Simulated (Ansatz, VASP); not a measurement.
One calculation of W, two programs

```xyz
3
Lattice="4.7015 0.0000 0.0000 -2.3507 4.0716 0.0000 0.0000 0.0000 2.6179" Properties=species:S:1:pos:R:3 pbc="T T T"
W    -2.3507    4.0716    0.0000
W     0.0000    2.7144    1.3090
W     2.3507    1.3572    1.3090
```

Alike in both runs: functional revPBE; k mesh 8 × 8 × 11; occupations fermi-dirac, width 0.1 eV; no spin polarisation.

Ansatz relaxed the structure, and its values are those at the end. VASP's run is a single point on that final structure, the one shown.

|  | VASP | Ansatz |
| --- | --- | --- |
| version | VASP 6.6.1 | Ansatz 0.2.0 |
| potentials or method | VASP PAW PBE potentials, release 64 (W_sv), cutoff 520 eV | plane waves (420 eV) with PAW, scalar-relativistic |
| valence electrons in the cell | 42 | 42 |

Ansatz gave:

```
pressure (GPa) : 0.0
```

Task: What did VASP give for the same quantities?

Result: Pressure (GPa): 0.5.

VASP's potentials were made for PBE, not for revPBE.

Spin-orbit coupling is off throughout.
